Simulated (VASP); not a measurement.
# WS2 (R3m) in VASP: notebook

Runs on WS2. Level: PBEsol+D3(BJ). Tasks: single point.

All numbers are computed with VASP 6.6.1; they aren't measurements. Logs are shortened: lines on timing, memory, paths and dates and some standing lists are left out, and cuts for length are marked.

## (1) The cell of the first run

The structure is trigonal, space group R3m (No. 160). Conventional cell: a = 3.120 Å, b = 3.120 Å, c = 17.524 Å, α = 90.00°, β = 90.00°, γ = 120.00°. Within 3.2 Å of W (site symmetry 3m) lie 6 S at 2.39 Å and 6 W at 3.12 Å. Within 3.3 Å of S (site symmetry 3m) lie 3 W at 2.39 Å and 10 S at 3.12 to 3.25 Å. S (site symmetry 3m) has 3 W at 2.39 Å and 10 S at 3.12 to 3.25 Å within 3.3 Å.

## (2) Single point, PBEsol+D3(BJ)

Contents of INCAR:

```
SYSTEM = WS2
ALGO = Normal ; EDIFF = 1E-6
ENCUT = 520 ; GGA = PS
ISIF = 2 ; ISMEAR = 0
IVDW = 12 ; LASPH = .TRUE.
LCHARG = .FALSE. ; LREAL = .FALSE.
LWAVE = .FALSE. ; NBANDS = 20
NELM = 60 ; PREC = Accurate
SIGMA = 0.02
```

Contents of KPOINTS:

```
k-points
0
G
  12 12 12
  0 0 0
```

Contents of POSCAR:

```
WS2
1.0
    1.5601972556      0.9007803055      5.8413922709
   -1.5601972556      0.9007803055      5.8413922709
    0.0000000000     -1.8015606110      5.8413922709
W S
1 2
Direct
    0.0006393566      0.0006393566      0.0006393566
    0.2445139228      0.2445139228      0.2445139228
    0.4235467206      0.4235467206      0.4235467206
```

Potentials or basis: VASP PAW PBE potentials, release 64 (W_sv, S).

The run is started by

```
$ cat potpaw_PBE.64/W_sv/POTCAR potpaw_PBE.64/S/POTCAR > POTCAR
$ mpirun -np 1 vasp_std > vasp.out
```

OUTCAR:

```text
SYSTEM = WS2
   EDIFF = 1E-6
   ENCUT = 520
   GGA = PS
   ISIF = 2
   ISMEAR = 0
   IVDW = 12
   LASPH = .TRUE.
   LREAL = .FALSE.
   NELM = 60
   PREC = Accurate
 IVDW          = 12

 ion  position               nearest neighbor table
   1  0.001  0.001  0.001-   2 2.39   2 2.39   2 2.39   3 2.39   3 2.39   3 2.39
   2  0.245  0.245  0.245-   1 2.39   1 2.39   1 2.39
   3  0.424  0.424  0.424-   1 2.39   1 2.39   1 2.39

  LATTYP: Found a trigonal (rhomboedric) cell.
 ALAT       =     6.1128949196
 COS(alpha) =     0.8697147789

  Lattice vectors:

 A1 = (   1.5601972556,   0.9007803055,   5.8413922709)
 A2 = (  -1.5601972556,   0.9007803055,   5.8413922709)
 A3 = (   0.0000000000,  -1.8015606110,   5.8413922709)

Analysis of symmetry for initial positions (statically):
=====================================================================
 Subroutine PRICEL returns:
 Original cell was already a primitive cell.

 Routine SETGRP: Setting up the symmetry group for a
 trigonal (rhombohedral) supercell.

 Subroutine GETGRP returns: Found  6 space group operations
 (whereof  6 operations were pure point group operations)
 out of a pool of 12 trial point group operations.

The static configuration has the point symmetry C_3v.

Analysis of symmetry for dynamics (positions and initial velocities):
=====================================================================
 Subroutine PRICEL returns:
 Original cell was already a primitive cell.

 Routine SETGRP: Setting up the symmetry group for a
 trigonal (rhombohedral) supercell.

 Subroutine GETGRP returns: Found  6 space group operations
 (whereof  6 operations were pure point group operations)
 out of a pool of 12 trial point group operations.

The dynamic configuration has the point symmetry C_3v.

 Subroutine INISYM returns: Found  6 space group operations
 (whereof  6 operations are pure point group operations),
 and found     1 'primitive' translations

----------------------------------------------------------------------------------------

                                     Primitive cell

  volume of cell :      49.2568

  direct lattice vectors                    reciprocal lattice vectors
     1.560197256  0.900780305  5.841392271     0.320472298  0.185024768  0.057064021
    -1.560197256  0.900780305  5.841392271    -0.320472298  0.185024768  0.057064021
[... 85 lines left out ...]
   ENCUT  =  520.0 eV  38.22 Ry    6.18 a.u.  11.37 11.37 11.37*2*pi/ulx,y,z
   NELM   =     60;   NELMIN=  2; NELMDL= -5     # of ELM steps
   EDIFF  = 0.1E-05   stopping-criterion for ELM
   LREAL  =      F    real-space projection
   EDIFFG = 0.1E-04   stopping-criterion for IOM
   NSW    =      0    number of steps for IOM
   IBRION =     -1    ionic relax: 0-MD 1-quasi-New 2-CG
   NFREE  =      0    steps in history (QN), initial steepest desc. (CG)
   ISIF   =      2    stress and relaxation
   ISYM   =      2    0-nonsym 1-usesym 2-fastsym
   POTIM  = 0.5000    time-step for ionic-motion
   TEBEG  =    0.0;   TEEND  =   0.0 temperature during run
   PSTRESS=    0.0 pullay stress
   NELECT =      26.0000    total number of electrons
   NUPDOWN=      -1.0000    fix difference up-down
   EMIN   =  10.00;   EMAX   =-10.00  energy-range for DOS
   EFERMI =   0.00;   METHOD = LEGACY
   ISMEAR =     0;   SIGMA  =   0.02  broadening in eV -4-tet -1-fermi 0-gaus
   EFERMI_NEDOS =   21; number of points for ismear=-14 and -15
   IALGO  =     38    algorithm
   IMIX   =      4    mixing-type and parameters
     AMIX     =   0.40;   BMIX     =  1.00
     AMIX_MAG =   1.60;   BMIX_MAG =  1.00
  volume/ion in A,a.u.               =      16.42       110.80
  Fermi-wavevector in a.u.,A,eV,Ry     =   1.323053  2.500208 23.816584  1.750470
  Thomas-Fermi vector in A             =   2.452689
   LORBIT       =      0    0 simple, 1 ext, 2 COOP (PROOUT), +10 PAW based schemes
   GGA     = PS    functional components
   LHFCALC =     F    Hartree Fock is set to
   AEXX    =    0.0000 exact exchange contribution
   IVDW    =    12    specifies the selected vdW correction
   LEPSILON=     F    determine dielectric tensor
   LRPA    =     F    only Hartree local field effects (RPA)
 non-spin polarized calculation
 Gauss-broadening in eV      SIGMA  =   0.02
  energy-cutoff  :      520.00
  volume of cell :       49.26
 maximum number of plane-waves:      1344
 NGX is ok and might be reduce to    48
   NGX = 23   NGY = 23   NGZ = 23

 number of electron      26.0000000 magnetization

 Free energy of the ion-electron system (eV)
  ---------------------------------------------------
  ext. energy  EPLUGINS =         0.00000000
  ---------------------------------------------------
  free energy    TOTEN  =       -25.21677105 eV

  energy without entropy =      -25.21677105  energy(sigma->0) =      -25.21677105

 E-fermi :   8.7099     XC(G=0): -11.6141

 val. band max:        8.6124150099   @ k =   0.5000   0.5000   0.5000
 cond. band min:       9.3283225934   @ k =  -0.1667   0.1667   0.0000
 fundamental gap:      0.7159075835
 Fermi energy:         8.7099414562

 k-point     1 :       0.0000    0.0000    0.0000
  band No.  band energies     occupation
      1     -66.1204      2.00000
      2     -30.4281      2.00000
      3     -30.2009      2.00000
      4     -30.2009      2.00000
      5      -7.5534      2.00000
      6      -5.2224      2.00000
[... 541 lines left out ...]
     19      16.5774      0.00000
     20      16.8461      0.00000

 [... further k-points ...]

------------------------ aborting loop because EDIFF is reached ----------------------------------------

 Edisp (eV)   -1.25408

 E8    (eV) :    -0.8138

  FORCE on cell =-STRESS in cart. coord.  units (eV):
  Direction    XX          YY          ZZ          XY          YZ          ZX
  --------------------------------------------------------------------------------------
  -------------------------------------------------------------------------------------
  Total       0.03823     0.03823     0.05385     0.00000     0.00000     0.00000
  in kB       1.24348     1.24348     1.75142     0.00000     0.00000     0.00000
  external pressure =        1.41 kB  Pullay stress =        0.00 kB

 VOLUME and BASIS-vectors are now :
 -----------------------------------------------------------------------------
  energy-cutoff  :      520.00
  volume of cell :       49.26
      direct lattice vectors                 reciprocal lattice vectors
     1.560197256  0.900780305  5.841392271     0.320472298  0.185024768  0.057064021
    -1.560197256  0.900780305  5.841392271    -0.320472298  0.185024768  0.057064021
     0.000000000 -1.801560611  5.841392271     0.000000000 -0.370049535  0.057064021

 POSITION                                       TOTAL-FORCE (eV/Angst)
 -----------------------------------------------------------------------------------
      0.00000      0.00000      0.01120         0.000000      0.000000     -0.001689
      0.00000      0.00000      4.28491         0.000000     -0.000000     -0.016542
      0.00000      0.00000      7.42231         0.000000     -0.000000      0.018230
 -----------------------------------------------------------------------------------
    total drift:                                0.000000     -0.000000     -0.000022

  FREE ENERGIE OF THE ION-ELECTRON SYSTEM (eV)
  ---------------------------------------------------
  free  energy   TOTEN  =       -26.4708523113 eV

  energy  without entropy=      -26.4708523113  energy(sigma->0) =      -26.47085231
```

stdout:

```text
POSCAR found type information on POSCAR W S
 POSCAR found :  2 types and       3 ions
 scaLAPACK will be used
 -----------------------------------------------------------------------------
|                                                                             |
|                                                                             |
|     You enforced a specific xc type in the INCAR file but a different       |
|     I HOPE YOU KNOW WHAT YOU ARE DOING!                                     |
|                                                                             |
 -----------------------------------------------------------------------------

 LDA part: xc-table for (Slater+PW92), standard interpolation
 POSCAR, INCAR and KPOINTS ok, starting setup
 FFT: planning ... GRIDC
 FFT: planning ... GRID_SOFT
 FFT: planning ... GRID
 WAVECAR not read
 entering main loop
```

Wall time 14 min (1 thread of Intel Xeon 8259CL, shared host); peak memory 0.45 GiB.

What came out:

| Property | Result |
| --- | --- |
| Free energy | -26.4709 eV |
| Pressure | 0.1 GPa |
| Largest force | 0.018 eV/Å |
| Band gap on the k mesh | 0.72 eV (least direct gap 2.03 eV) |
| Dispersion energy per atom | -0.418 eV |

Forces in eV/Å, atoms in the order of the input:
```
W    0.000  0.000 -0.002
S    0.000  0.000 -0.017
S    0.000  0.000  0.018
```

Caveat: the PAW data sets were made with another functional, which shifts forces and pressure a little; spin-orbit coupling is left out, which moves the levels of the heavy elements. As with any semilocal functional, this PBEsol gap is likely too small.

## (3) Single point, PBEsol+D3(BJ)

Contents of INCAR:

```
  PREC = Accurate
  ENCUT = 520
  EDIFF = 1E-6
  ISMEAR = 0
  SIGMA = 0.02
  LREAL = False
  LASPH = True
  NELM = 100
  ALGO = Normal
  ISIF = 2
  LWAVE = False
  LCHARG = False
  GGA = PS
  IVDW = 12
  NBANDS = 20
```

Contents of KPOINTS:

```
regular mesh
0
Gamma
  12 12 12
```

POSCAR is that of step 2.

Potentials or basis: VASP PAW PBE potentials, release 64 (W_sv, S).

The run is started by

```
$ cat potpaw_PBE.64/W_sv/POTCAR potpaw_PBE.64/S/POTCAR > POTCAR
$ mpirun -np 1 vasp_std > vasp.out
```

Wall time 14 min (1 thread of Intel Xeon 8259CL, shared host); peak memory 0.44 GiB.

Results (log left out):

```
Free energy                : -26.4709 eV
Pressure                   : 0.1 GPa
Largest force              : 0.018 eV/Å
Band gap on the k mesh     : 0.72 eV (least direct gap 2.03 eV)
Dispersion energy per atom : -0.418 eV
```

Forces in eV/Å, atoms in the order of the input:
```
W    0.000  0.000 -0.002
S    0.000  0.000 -0.017
S    0.000  0.000  0.018
```

Levels at points of the mesh, in eV from the valence-band top:
```csv
k point,band 11,band 12,band 13,band 14,band 15,band 16
"(0.00, 0.00, 0.00)",-2.47,-1.66,-1.26,2.02,2.02,2.45
"(0.50, 0.00, 0.00)",-2.76,-2.02,-1.87,2.28,2.40,3.53
"(0.50, 0.50, 0.00)",-3.63,-2.28,-1.80,2.20,2.59,3.08
"(0.50, 0.50, 0.50)",-2.40,-2.40,0.00,2.12,2.12,2.27
```

Caveat: the PAW data sets were made with another functional, which shifts forces and pressure a little; spin-orbit coupling is left out, which moves the levels of the heavy elements. A k mesh can miss the band edges.
